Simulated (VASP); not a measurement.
# Ni (P6_3/mmc) in VASP: notebook

Runs on Ni. Level: PBEsol. Tasks: single point.

All numbers are computed with VASP 6.6.1; they aren't measurements. Logs are shortened: lines on timing, memory, paths and dates and some standing lists are left out, and cuts for length are marked.

**1. The cell of the first run**

Symmetry: P6_3/mmc, No. 194, hexagonal system. The conventional cell has a = 2.488 Å, b = 2.488 Å, c = 4.140 Å, α = 90.00°, β = 90.00°, γ = 120.00°. Within 3.3 Å of Ni (site symmetry -6m2) lie 12 Ni at 2.49 to 2.52 Å.

This isn't the form of Ni at room conditions, which is fcc.

**2. Single point, PBEsol, collinear spin, ferromagnetic start**

The input, INCAR:

```
  PREC = Accurate
  ENCUT = 520
  EDIFF = 1E-7
  ISMEAR = -1
  SIGMA = 0.1
  LREAL = F
  LASPH = T
  NELM = 150
  ALGO = Normal
  ISIF = 2
  LWAVE = F
  LCHARG = F
  ISPIN = 2
  MAGMOM = 1.5 1.5
  LORBIT = 11
  LMAXMIX = 4
  GGA = PS
  NBANDS = 21
```

The input, KPOINTS:

```
regular mesh
0
Gamma
  13 13 7
```

The input, POSCAR:

```
Ni
1.0
    2.4881616586      0.0000000000      0.0000000000
   -1.2440803211      2.1548110963      0.0000000000
    0.0000000000      0.0000000000      4.1395872132
Ni
2
Direct
    0.3333333333      0.6666666667      0.2500000000
    0.6666666667      0.3333333333      0.7500000000
```

Potentials or basis: VASP PAW PBE potentials, release 64 (Ni).

Started as:

```console
> cat potpaw_PBE.64/Ni/POTCAR > POTCAR
> mpirun -np 1 vasp_std > vasp.out
```

OUTCAR:

```text
PREC = Accurate
   ENCUT = 520
   EDIFF = 1E-7
   ISMEAR = -1
   LREAL = F
   LASPH = T
   NELM = 150
   ISIF = 2
   ISPIN = 2
   LORBIT = 11
   GGA = PS

 ion  position               nearest neighbor table
   1  0.333  0.667  0.250-   2 2.52   2 2.52   2 2.52   2 2.52   2 2.52   2 2.52
   2  0.667  0.333  0.750-   1 2.52   1 2.52   1 2.52   1 2.52   1 2.52   1 2.52

  LATTYP: Found a hexagonal cell.
 ALAT       =     2.4881616586
 C/A-ratio  =     1.6637131269

  Lattice vectors:

 A1 = (   2.4881616586,   0.0000000000,   0.0000000000)
 A2 = (  -1.2440803211,   2.1548110963,   0.0000000000)
 A3 = (   0.0000000000,   0.0000000000,   4.1395872132)

Analysis of symmetry for initial positions (statically):
=====================================================================
 Subroutine PRICEL returns:
 Original cell was already a primitive cell.

 Routine SETGRP: Setting up the symmetry group for a
 hexagonal supercell.

 Subroutine GETGRP returns: Found 24 space group operations
 (whereof 12 operations were pure point group operations)
 out of a pool of 24 trial point group operations.

The static configuration has the point symmetry D_3d.
 The point group associated with its full space group is D_6h.

Analysis of symmetry for dynamics (positions and initial velocities):
=====================================================================
 Subroutine PRICEL returns:
 Original cell was already a primitive cell.

 Routine SETGRP: Setting up the symmetry group for a
 hexagonal supercell.

 Subroutine GETGRP returns: Found 24 space group operations
 (whereof 12 operations were pure point group operations)
 out of a pool of 24 trial point group operations.

The dynamic configuration has the point symmetry D_3d.
 The point group associated with its full space group is D_6h.

Analysis of structural, dynamic, and magnetic symmetry:
=====================================================================
 Subroutine PRICEL returns:
 Original cell was already a primitive cell.

 Routine SETGRP: Setting up the symmetry group for a
 hexagonal supercell.

 Subroutine GETGRP returns: Found 24 space group operations
 (whereof 12 operations were pure point group operations)
 out of a pool of 24 trial point group operations.

The overall configuration has the point symmetry D_3d.
 The point group associated with its full space group is D_6h.

 Subroutine INISYM returns: Found 24 space group operations
 (whereof 12 operations are pure point group operations),
 and found     1 'primitive' translations

----------------------------------------------------------------------------------------

                                     Primitive cell

  volume of cell :      22.1945

  direct lattice vectors                    reciprocal lattice vectors
     2.488161659  0.000000000  0.000000000     0.401903147  0.232038807  0.000000000
    -1.244080321  2.154811096  0.000000000     0.000000000  0.464077803  0.000000000
     0.000000000  0.000000000  4.139587213     0.000000000  0.000000000  0.241569980

  length of vectors
     2.488161659  2.488161310  4.139587213     0.464077738  0.464077803  0.241569980

  position of ions in fractional coordinates (direct lattice)
     0.333333333  0.666666667  0.250000000
     0.666666667  0.333333333  0.750000000

  ion indices of the primitive-cell ions
   primitive index   ion index
                 1           1
                 2           2

----------------------------------------------------------------------------------------

 KPOINTS: regular mesh

Automatic generation of k-mesh.
 Grid dimensions read from file:
 generate k-points for:   13   13    7

 Generating k-lattice:

  Cartesian coordinates                     Fractional coordinates (reciprocal lattice)
     0.030915627  0.017849139  0.000000000     0.076923077  0.000000000  0.000000000
     0.000000000  0.035698293  0.000000000     0.000000000  0.076923077  0.000000000
     0.000000000  0.000000000  0.034509997     0.000000000  0.000000000  0.142857143

  Length of vectors
     0.035698288  0.035698293  0.034509997

  Shift w.r.t. Gamma in fractional coordinates (k-lattice)
     0.000000000  0.000000000  0.000000000

 Subroutine IBZKPT returns following result:
 ===========================================

 Found     84 irreducible k-points:

 Following reciprocal coordinates:
            Coordinates               Weight
  0.000000  0.000000  0.000000      1.000000
  0.076923 -0.000000  0.000000      6.000000
  0.153846  0.000000  0.000000      6.000000
  0.230769  0.000000  0.000000      6.000000
  0.307692  0.000000  0.000000      6.000000
  0.384615  0.000000  0.000000      6.000000
[... 16 lines left out ...]
  0.076923 -0.000000  0.142857     12.000000
  0.153846  0.000000  0.142857     12.000000
 [... further k-points ...]
   k-points           NKPTS =     84   k-points in BZ     NKDIM =     84   number of bands    NBANDS=     21
   number of dos      NEDOS =    301   number of ions     NIONS =      2
   total plane-waves  NPLWV =  12800
   dimension x,y,z NGX =    20 NGY =   20 NGZ =   32
   dimension x,y,z NGXF=    40 NGYF=   40 NGZF=   64
   ions per type =               2
   NGX,Y,Z   is equivalent  to a cutoff of  13.36, 13.36, 12.85 a.u.
   NGXF,Y,Z  is equivalent  to a cutoff of  26.73, 26.73, 25.70 a.u.
 SYSTEM =  unknown system
   PREC   = accura    normal or accurate (medium, high low for compatibility)
   ISTART =      0    job   : 0-new  1-cont  2-samecut
   ICHARG =      2    charge: 1-file 2-atom 10-const
   ISPIN  =      2    spin polarized calculation?
   LNONCOLLINEAR =      F non collinear calculations
   LSORBIT =      F    spin-orbit coupling
   LASPH  =      T    aspherical Exc in radial PAW
   ENCUT  =  520.0 eV  38.22 Ry    6.18 a.u.   4.63  4.63  7.70*2*pi/ulx,y,z
   NELM   =    150;   NELMIN=  2; NELMDL= -5     # of ELM steps
   EDIFF  = 0.1E-06   stopping-criterion for ELM
   LREAL  =      F    real-space projection
   EDIFFG = 0.1E-05   stopping-criterion for IOM
   NSW    =      0    number of steps for IOM
   IBRION =     -1    ionic relax: 0-MD 1-quasi-New 2-CG
   NFREE  =      0    steps in history (QN), initial steepest desc. (CG)
   ISIF   =      2    stress and relaxation
   ISYM   =      2    0-nonsym 1-usesym 2-fastsym
   POTIM  = 0.5000    time-step for ionic-motion
   TEBEG  =    0.0;   TEEND  =   0.0 temperature during run
   PSTRESS=    0.0 pullay stress
   NELECT =      20.0000    total number of electrons
   NUPDOWN=      -1.0000    fix difference up-down
   EMIN   =  10.00;   EMAX   =-10.00  energy-range for DOS
   EFERMI =   0.00;   METHOD = LEGACY
   ISMEAR =    -1;   SIGMA  =   0.10  broadening in eV -4-tet -1-fermi 0-gaus
   EFERMI_NEDOS =   21; number of points for ismear=-14 and -15
   IALGO  =     38    algorithm
   IMIX   =      4    mixing-type and parameters
     AMIX     =   0.40;   BMIX     =  1.00
     AMIX_MAG =   1.60;   BMIX_MAG =  1.00
  volume/ion in A,a.u.               =      11.10        74.89
  Fermi-wavevector in a.u.,A,eV,Ry     =   1.581260  2.988148 34.019768  2.500382
  Thomas-Fermi vector in A             =   2.681362
   LORBIT       =     11    0 simple, 1 ext, 2 COOP (PROOUT), +10 PAW based schemes
   GGA     = PS    functional components
   LHFCALC =     F    Hartree Fock is set to
   AEXX    =    0.0000 exact exchange contribution
   IVDW    =     0    specifies the selected vdW correction
   LEPSILON=     F    determine dielectric tensor
   LRPA    =     F    only Hartree local field effects (RPA)
 spin polarized calculation
  energy-cutoff  :      520.00
  volume of cell :       22.19
 maximum number of plane-waves:       612
 NGX is ok and might be reduce to    20
   NGX =  9   NGY =  9   NGZ = 15

 number of electron      20.0000007 magnetization       1.2484892

 Free energy of the ion-electron system (eV)
  ---------------------------------------------------
  ext. energy  EPLUGINS =         0.00000000
  ---------------------------------------------------
  free energy    TOTEN  =       -12.22945025 eV

  energy without entropy =      -12.10430477  energy(sigma->0) =      -12.16687751

 E-fermi :   8.9275     XC(G=0): -13.3163

 val. band max:        8.9223361854   @ k =   0.2308   0.0769   0.4286
 cond. band min:       8.9306548338   @ k =   0.4615   0.0769   0.1429
 fundamental gap:      0.0083186484
 Fermi energy:         8.9274714847

 spin component 1

 k-point     1 :       0.0000    0.0000    0.0000
  band No.  band energies     occupation
      1      -0.0108      1.00000
      2       4.1590      1.00000
      3       6.4968      1.00000
      4       6.6477      1.00000
      5       6.6477      1.00000
      6       6.8925      1.00000
[... 13 lines left out ...]
     20      34.7952      0.00000
     21      38.6015      0.00000
[... 529 lines left out ...]
 k-point    24 :       0.1538    0.0000    0.1429
  band No.  band energies     occupation
      1       0.9778      1.00000
      2       4.5567      1.00000
      3       6.2390      1.00000
      4       6.2717      1.00000
      5       6.6253      1.00000
      6       6.8913      1.00000
[... 13 lines left out ...]
     20      36.3173      0.00000
     21      37.2334      0.00000

 [... further k-points ...]

 spin component 2

 k-point     1 :       0.0000    0.0000    0.0000
  band No.  band energies     occupation
      1      -0.0205      1.00000
      2       4.5440      1.00000
      3       7.1696      1.00000
      4       7.3057      1.00000
      5       7.3057      1.00000
      6       7.5676      1.00000
[... 13 lines left out ...]
     20      34.8892      0.00000
     21      38.6903      0.00000
[... 529 lines left out ...]
 k-point    24 :       0.1538    0.0000    0.1429
  band No.  band energies     occupation
      1       0.9710      1.00000
      2       4.9170      1.00000
      3       6.6897      1.00000
      4       6.8699      1.00000
      5       7.2817      1.00000
      6       7.5196      1.00000
[... 13 lines left out ...]
     20      36.3973      0.00000
     21      37.2930      0.00000

 [... further k-points ...]

------------------------ aborting loop because EDIFF is reached ----------------------------------------

  FORCE on cell =-STRESS in cart. coord.  units (eV):
  Direction    XX          YY          ZZ          XY          YZ          ZX
  --------------------------------------------------------------------------------------
  -------------------------------------------------------------------------------------
  Total       -1.5109767     -1.5109765     -1.9214792     -0.0000004      0.0000000      0.0000000
  in kB     -109.0745693   -109.0745583   -138.7079784     -0.0000257      0.0000000      0.0000000
  external PRESSURE =    -118.9523686 kB  Pullay stress =       0.0000000 kB

 VOLUME and BASIS-vectors are now :
 -----------------------------------------------------------------------------
  energy-cutoff  :      520.00
  volume of cell :       22.19
      direct lattice vectors                 reciprocal lattice vectors
     2.488161659  0.000000000  0.000000000     0.401903147  0.232038807  0.000000000
    -1.244080321  2.154811096  0.000000000     0.000000000  0.464077803  0.000000000
     0.000000000  0.000000000  4.139587213     0.000000000  0.000000000  0.241569980

 POSITION                                       TOTAL-FORCE (eV/Angst)
 -----------------------------------------------------------------------------------
      0.00000      1.43654      1.03490         0.000000      0.000000     -0.000000
      1.24408      0.71827      3.10469        -0.000000      0.000000      0.000000
 -----------------------------------------------------------------------------------
    total drift:                               -0.000000      0.000000     -0.000000

  FREE ENERGIE OF THE ION-ELECTRON SYSTEM (eV)
  ---------------------------------------------------
  free  energy   TOTEN  =       -12.2294502489 eV

  energy  without entropy=      -12.1043047729  energy(sigma->0) =      -12.16687751

 total charge

# of ion       s       p       d       tot
------------------------------------------
    1        0.491   0.484   8.304   9.280
    2        0.491   0.484   8.304   9.280
--------------------------------------------------
tot          0.982   0.968  16.608  18.559

 magnetization (x)

# of ion       s       p       d       tot
------------------------------------------
    1       -0.005  -0.023   0.663   0.635
    2       -0.005  -0.023   0.663   0.635
--------------------------------------------------
tot         -0.010  -0.046   1.325   1.270
```

Run time: 76 s. Hardware: 1 thread of Intel Xeon 8259CL, shared host; peak memory 0.19 GiB.

Results:

```
Free energy                                           : -12.2295 eV
Pressure                                              : -11.9 GPa
Net moment                                            : 1.25 μB per cell
Site moments                                          : Ni +0.64 μB
Valence electrons inside the program's atomic spheres : Ni 9.28
```

Stress tensor (GPa, compression positive):
```
-10.91   0.00   0.00
  0.00 -10.91   0.00
  0.00   0.00 -13.87
```

Levels at points of the mesh, in eV from the Fermi level:
Spin up:
```tsv
k point	band 8	band 9	band 10	band 11	band 12	band 13	band 14	band 15
(0.00, 0.00, 0.00)	-1.57	-1.57	-0.70	-0.70	-0.50	5.24	22.62	24.38
```
Spin down:
```tsv
k point	band 7	band 8	band 9	band 10	band 11	band 12
(0.00, 0.00, 0.00)	-1.36	-0.90	-0.90	-0.53	0.01	0.01
```

Caveat: the cell stands under tension; the PAW data sets were made with another functional, which shifts forces and pressure a little.

**3. Single point, PBEsol, collinear spin, ferromagnetic start**

This run uses another cell than the first one, of 11.36 Å³/atom.

The input, INCAR:

```
PREC     = Accurate       # precision mode
ENCUT    = 520            # plane-wave cutoff, eV
EDIFF    = 1E-6           # SCF threshold, eV
ISMEAR   = -1             # smearing method
SIGMA    = 0.1            # smearing width, eV
LREAL    = F              # projectors in reciprocal space
LASPH    = T              # aspherical terms in the spheres
NELM     = 150            # most SCF steps
ALGO     = Normal         # electronic algorithm
ISIF     = 2              # what is computed and relaxed
LWAVE    = F              # write WAVECAR
LCHARG   = T              # write CHGCAR
ISPIN    = 2              # spin polarisation
MAGMOM   = 1.5 1.5        # initial moments
LORBIT   = 11             # projections on sites
LMAXMIX  = 4              # l up to which the mixer works
GGA      = PS             # functional
LELF     = T              # ELF
LVHAR    = T            
NBANDS   = 21             # bands
```

KPOINTS is that of step 2.

The input, POSCAR:

```
Ni
1.0
    2.5077542894      0.0000000000      0.0000000000
   -1.2538766325      2.1717788114      0.0000000000
    0.0000000000      0.0000000000      4.1721837302
Ni
2
Direct
    0.3333333333      0.6666666667      0.2500000000
    0.6666666667      0.3333333333      0.7500000000
```

Potentials or basis: VASP PAW PBE potentials, release 64 (Ni).

Started as:

```console
> cat potpaw_PBE.64/Ni/POTCAR > POTCAR
> mpirun -np 1 vasp_std > vasp.out
```

It took 71 s on 1 thread of Intel Xeon 8259CL, shared host; peak memory 0.18 GiB.

Results (log left out):

```yaml
Free_energy: -12.1842 eV
Pressure: -15.6 GPa
Net_moment: 1.26 μB per cell
Site_moments: Ni +0.64 μB
Valence_electrons_inside_the_program's_atomic_spheres: Ni 9.24
```

Stress tensor (GPa, compression positive):
```
-14.68   0.00   0.00
  0.00 -14.68   0.00
  0.00   0.00 -17.36
```

Levels at points of the mesh, in eV from the Fermi level:
Spin up:
```csv
k point,band 9,band 10,band 11,band 12,band 13,band 14
"(0.00, 0.00, 0.00)",-1.55,-0.71,-0.71,-0.45,5.08,22.41
```
Spin down:
| k point | band 6 | band 7 | band 8 | band 9 | band 10 | band 11 | band 12 | band 13 |
| --- | --- | --- | --- | --- | --- | --- | --- | --- |
| (0.00, 0.00, 0.00) | -1.31 | -1.31 | -0.87 | -0.87 | -0.49 | 0.01 | 0.01 | 5.49 |

Caveat: the cell stands under tension; the PAW data sets were made with another functional, which shifts forces and pressure a little.

(Continued in part 2 of 2.)
